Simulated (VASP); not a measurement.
# ZnS (P6_3mc) in VASP: relaxation of cell and atoms with PBE+D3(BJ)

Aim: the relaxation of cell and atoms of ZnS with PBE+D3(BJ).

All numbers are computed with VASP 6.6.1; they aren't measurements. Logs are shortened: lines on timing, memory, paths and dates and some standing lists are left out, and cuts for length are marked.

### Step 1. The cell of the first run

It takes space group P6_3mc (No. 186, hexagonal). The conventional cell has a = 3.846 Å, b = 3.846 Å, c = 6.305 Å, α = 90.00°, β = 90.00°, γ = 120.00°. Within 3.1 Å of Zn (site symmetry 3m) lie 4 S at 2.36 Å. S (site symmetry 3m) has 4 Zn at 2.36 Å within 3.1 Å.

### Step 2. Relaxation of cell and atoms, PBE+D3(BJ)

Input file INCAR:

```
ALGO = Normal
EDIFF = 1E-7
EDIFFG = -0.005
ENCUT = 600
GGA = PE
IBRION = 2
ISIF = 3
ISMEAR = 0
IVDW = 12
LASPH = True
LCHARG = False
LREAL = False
LWAVE = False
NELM = 80
NSW = 70
PREC = Accurate
SIGMA = 0.02
```

Input file KPOINTS:

```
k-points
0
Gamma
  9 9 6
```

Input file POSCAR:

```
ZnS
1.0
    3.8455099668      0.0000000000      0.0000000000
   -1.9227549834      3.3303093218      0.0000000000
    0.0000000000      0.0000000000      6.3052902589
Zn S
2 2
Direct
    0.3333333333      0.6666666667      0.0052193591
    0.6666666667      0.3333333333      0.5052193591
    0.3333333333      0.6666666667      0.3797806409
    0.6666666667      0.3333333333      0.8797806409
```

Potentials or basis: VASP PAW PBE potentials, release 64 (Zn, S).

Command:

```
cat potpaw_PBE.64/Zn/POTCAR potpaw_PBE.64/S/POTCAR > POTCAR
mpirun -np 1 vasp_std > vasp.out
```

OUTCAR:

```text
EDIFF = 1E-7
   EDIFFG = -0.005
   ENCUT = 600
   GGA = PE
   IBRION = 2
   ISIF = 3
   ISMEAR = 0
   IVDW = 12
   LASPH = True
   LREAL = False
   NELM = 80
   NSW = 70
   PREC = Accurate
 IVDW          = 12

 ion  position               nearest neighbor table
   1  0.333  0.667  0.005-   4 2.36   4 2.36   4 2.36   3 2.36
   2  0.667  0.333  0.505-   3 2.36   3 2.36   3 2.36   4 2.36
   3  0.333  0.667  0.380-   2 2.36   2 2.36   2 2.36   1 2.36
   4  0.667  0.333  0.880-   1 2.36   1 2.36   1 2.36   2 2.36

  LATTYP: Found a hexagonal cell.
 ALAT       =     3.8455099668
 C/A-ratio  =     1.6396499589

  Lattice vectors:

 A1 = (   3.8455099668,   0.0000000000,   0.0000000000)
 A2 = (  -1.9227549834,   3.3303093218,   0.0000000000)
 A3 = (   0.0000000000,   0.0000000000,   6.3052902589)

Analysis of symmetry for initial positions (statically):
=====================================================================
 Subroutine PRICEL returns:
 Original cell was already a primitive cell.

 Routine SETGRP: Setting up the symmetry group for a
 hexagonal supercell.

 Subroutine GETGRP returns: Found 12 space group operations
 (whereof  6 operations were pure point group operations)
 out of a pool of 24 trial point group operations.

The static configuration has the point symmetry C_3v.
 The point group associated with its full space group is C_6v.

Analysis of symmetry for dynamics (positions and initial velocities):
=====================================================================
 Subroutine PRICEL returns:
 Original cell was already a primitive cell.

 Routine SETGRP: Setting up the symmetry group for a
 hexagonal supercell.

 Subroutine GETGRP returns: Found 12 space group operations
 (whereof  6 operations were pure point group operations)
 out of a pool of 24 trial point group operations.

The dynamic configuration has the point symmetry C_3v.
 The point group associated with its full space group is C_6v.

 Subroutine INISYM returns: Found 12 space group operations
 (whereof  6 operations are pure point group operations),
 and found     1 'primitive' translations

----------------------------------------------------------------------------------------

                                     Primitive cell

  volume of cell :      80.7502

  direct lattice vectors                    reciprocal lattice vectors
     3.845509967  0.000000000  0.000000000     0.260043534  0.150136204  0.000000000
    -1.922754983  3.330309322  0.000000000     0.000000000  0.300272408  0.000000000
     0.000000000  0.000000000  6.305290259     0.000000000  0.000000000  0.158596981

  length of vectors
     3.845509967  3.845509967  6.305290259     0.300272408  0.300272408  0.158596981

  position of ions in fractional coordinates (direct lattice)
     0.333333333  0.666666667  0.005219359
     0.666666667  0.333333333  0.505219359
     0.333333333  0.666666667  0.379780641
     0.666666667  0.333333333  0.879780641

  ion indices of the primitive-cell ions
   primitive index   ion index
                 1           1
                 2           2
                 3           3
                 4           4

----------------------------------------------------------------------------------------

 KPOINTS: k-points

Automatic generation of k-mesh.
 Grid dimensions read from file:
 generate k-points for:    9    9    6

 Generating k-lattice:

  Cartesian coordinates                     Fractional coordinates (reciprocal lattice)
     0.028893726  0.016681800  0.000000000     0.111111111 -0.000000000  0.000000000
     0.000000000  0.033363601  0.000000000     0.000000000  0.111111111  0.000000000
     0.000000000  0.000000000  0.026432830     0.000000000  0.000000000  0.166666667

  Length of vectors
     0.033363601  0.033363601  0.026432830

  Shift w.r.t. Gamma in fractional coordinates (k-lattice)
     0.000000000  0.000000000  0.000000000

 Subroutine IBZKPT returns following result:
 ===========================================

 Found     48 irreducible k-points:

 Following reciprocal coordinates:
            Coordinates               Weight
  0.000000  0.000000  0.000000      1.000000
  0.111111  0.000000  0.000000      6.000000
  0.222222  0.000000  0.000000      6.000000
  0.333333  0.000000  0.000000      6.000000
  0.444444  0.000000  0.000000      6.000000
  0.111111  0.111111  0.000000      6.000000
[... 16 lines left out ...]
  0.333333  0.222222  0.166667     24.000000
  0.333333  0.333333  0.166667      4.000000
 [... further k-points ...]
   k-points           NKPTS =     48   k-points in BZ     NKDIM =     48   number of bands    NBANDS=     22
   number of dos      NEDOS =    301   number of ions     NIONS =      4
   total plane-waves  NPLWV =  51200
   dimension x,y,z NGX =    32 NGY =   32 NGZ =   50
   dimension x,y,z NGXF=    64 NGYF=   64 NGZF=  100
   ions per type =               2   2
   NGX,Y,Z   is equivalent  to a cutoff of  13.83, 13.83, 13.18 a.u.
   NGXF,Y,Z  is equivalent  to a cutoff of  27.67, 27.67, 26.37 a.u.
 SYSTEM =  unknown system
   PREC   = accura    normal or accurate (medium, high low for compatibility)
   ISTART =      0    job   : 0-new  1-cont  2-samecut
   ICHARG =      2    charge: 1-file 2-atom 10-const
   ISPIN  =      1    spin polarized calculation?
   LNONCOLLINEAR =      F non collinear calculations
   LSORBIT =      F    spin-orbit coupling
   LASPH  =      T    aspherical Exc in radial PAW
   ENCUT  =  600.0 eV  44.10 Ry    6.64 a.u.   7.68  7.68 12.59*2*pi/ulx,y,z
   NELM   =     80;   NELMIN=  2; NELMDL= -5     # of ELM steps
   EDIFF  = 0.1E-06   stopping-criterion for ELM
   LREAL  =      F    real-space projection
   EDIFFG = -.5E-02   stopping-criterion for IOM
   NSW    =     70    number of steps for IOM
   IBRION =      2    ionic relax: 0-MD 1-quasi-New 2-CG
   NFREE  =      1    steps in history (QN), initial steepest desc. (CG)
   ISIF   =      3    stress and relaxation
   ISYM   =      2    0-nonsym 1-usesym 2-fastsym
   POTIM  = 0.5000    time-step for ionic-motion
   TEBEG  =    0.0;   TEEND  =   0.0 temperature during run
   PSTRESS=    0.0 pullay stress
   NELECT =      36.0000    total number of electrons
   NUPDOWN=      -1.0000    fix difference up-down
   EMIN   =  10.00;   EMAX   =-10.00  energy-range for DOS
   EFERMI =   0.00;   METHOD = LEGACY
   ISMEAR =     0;   SIGMA  =   0.02  broadening in eV -4-tet -1-fermi 0-gaus
   EFERMI_NEDOS =   21; number of points for ismear=-14 and -15
   IALGO  =     38    algorithm
   IMIX   =      4    mixing-type and parameters
     AMIX     =   0.40;   BMIX     =  1.00
     AMIX_MAG =   1.60;   BMIX_MAG =  1.00
  volume/ion in A,a.u.               =      20.19       136.23
  Fermi-wavevector in a.u.,A,eV,Ry     =   1.250627  2.363342 21.280435  1.564068
  Thomas-Fermi vector in A             =   2.384612
   LORBIT       =      0    0 simple, 1 ext, 2 COOP (PROOUT), +10 PAW based schemes
   GGA     = PE    functional components
   LHFCALC =     F    Hartree Fock is set to
   AEXX    =    0.0000 exact exchange contribution
   IVDW    =    12    specifies the selected vdW correction
   LEPSILON=     F    determine dielectric tensor
   LRPA    =     F    only Hartree local field effects (RPA)
 conjugate gradient relaxation of ions
 non-spin polarized calculation
 Gauss-broadening in eV      SIGMA  =   0.02
  energy-cutoff  :      600.00
  volume of cell :       80.75
 maximum number of plane-waves:      2743
 NGX is ok and might be reduce to    32
   NGX = 15   NGY = 15   NGZ = 25

--------------------------------------- Ionic step        1  -------------------------------------------

 number of electron      35.9999973 magnetization

 Free energy of the ion-electron system (eV)
  ---------------------------------------------------
  ext. energy  EPLUGINS =         0.00000000
  ---------------------------------------------------
  free energy    TOTEN  =       -13.69369280 eV

  energy without entropy =      -13.69369280  energy(sigma->0) =      -13.69369280

------------------------ aborting loop because EDIFF is reached ----------------------------------------

 Edisp (eV)   -1.20005

 E8    (eV) :    -0.4713

  FORCE on cell =-STRESS in cart. coord.  units (eV):
  Direction    XX          YY          ZZ          XY          YZ          ZX
  --------------------------------------------------------------------------------------
  -------------------------------------------------------------------------------------
  Total      -1.26486    -1.26486    -1.23572     0.00000     0.00000     0.00000
  in kB     -25.09626   -25.09626   -24.51821     0.00000     0.00000     0.00000
  external pressure =      -24.90 kB  Pullay stress =        0.00 kB
[... 275 lines left out ...]
  energy  without entropy=      -14.9164768088  energy(sigma->0) =      -14.91647681

--------------------------------------- Ionic step        8  -------------------------------------------

 number of electron      35.9999990 magnetization

 Free energy of the ion-electron system (eV)
  ---------------------------------------------------
  ext. energy  EPLUGINS =         0.00000000
  ---------------------------------------------------
  free energy    TOTEN  =       -13.66851213 eV

  energy without entropy =      -13.66851213  energy(sigma->0) =      -13.66851213

 E-fermi :   2.3562     XC(G=0):  -9.6833

 val. band max:        2.2468844810   @ k =   0.0000   0.0000   0.0000
 cond. band min:       4.4821559015   @ k =   0.0000   0.0000   0.0000
 fundamental gap:      2.2352714204
 Fermi energy:         2.3561506968

 k-point     1 :       0.0000    0.0000    0.0000
  band No.  band energies     occupation
      1     -11.0110      2.00000
      2     -10.0602      2.00000
      3      -4.1558      2.00000
      4      -4.1380      2.00000
      5      -4.1380      2.00000
      6      -4.0534      2.00000
[... 574 lines left out ...]
      6      -3.8227      2.00000
[... 14 lines left out ...]
     21       7.8234      0.00000
     22       9.9196      0.00000

 [... further k-points ...]

------------------------ aborting loop because EDIFF is reached ----------------------------------------

 Edisp (eV)   -1.24799

 E8    (eV) :    -0.4907

  FORCE on cell =-STRESS in cart. coord.  units (eV):
  Direction    XX          YY          ZZ          XY          YZ          ZX
  --------------------------------------------------------------------------------------
  -------------------------------------------------------------------------------------
  Total       0.00229     0.00229    -0.00059     0.00000    -0.00000    -0.00000
  in kB       0.04714     0.04714    -0.01215     0.00000    -0.00000    -0.00000
  external pressure =        0.03 kB  Pullay stress =        0.00 kB
[... 19 lines left out ...]
  FREE ENERGIE OF THE ION-ELECTRON SYSTEM (eV)
  ---------------------------------------------------
  free  energy   TOTEN  =       -14.9165013156 eV

  energy  without entropy=      -14.9165013156  energy(sigma->0) =      -14.91650132

 reached required accuracy - stopping structural energy minimisation
```

Wall time 13 min (1 thread of Intel Xeon 8259CL, shared host); peak memory 0.3 GiB.

Results:

| Quantity | Value |
| --- | --- |
| Free energy | -14.9165 eV |
| Relaxed volume | 19.48 Å³/atom |
| Relaxed cell | a = 3.797 Å, b = 3.797 Å, c = 6.240 Å, α = 90.00°, β = 90.00°, γ = 120.00° |
| Space group after relaxing (to 0.1 Å) | P6_3mc (No. 186) |
| Energy gained by relaxing | 5.7 meV/atom |
| Ionic steps | 8 |
| Pressure after relaxing | 0.0 GPa |
| Band gap on the k mesh | 2.24 eV |
| Dispersion energy per atom | -0.312 eV |

Step by step:
```csv
step,energy change (eV),largest force (eV/Å),pressure (GPa),volume (Å³)
1,0.0000,0.0046,-2.49,80.75
2,-0.0207,0.0150,0.78,77.14
3,-0.0227,0.0125,0.02,77.92
4,-0.0227,0.0123,-0.03,77.98
5,-0.0227,0.0090,-0.03,77.98
6,-0.0228,0.0013,-0.07,77.97
7,-0.0227,0.0020,0.09,77.84
8,-0.0228,0.0015,0.00,77.93
```

Final structure:
```
Zn S
1.0
     3.79727    0.00000    0.00000
    -1.89863    3.28853    0.00000
     0.00000    0.00000    6.24031
Zn S
2 2
Direct
  0.33333 0.66667 0.00562
  0.66667 0.33333 0.50562
  0.33333 0.66667 0.37938
  0.66667 0.33333 0.87938
```
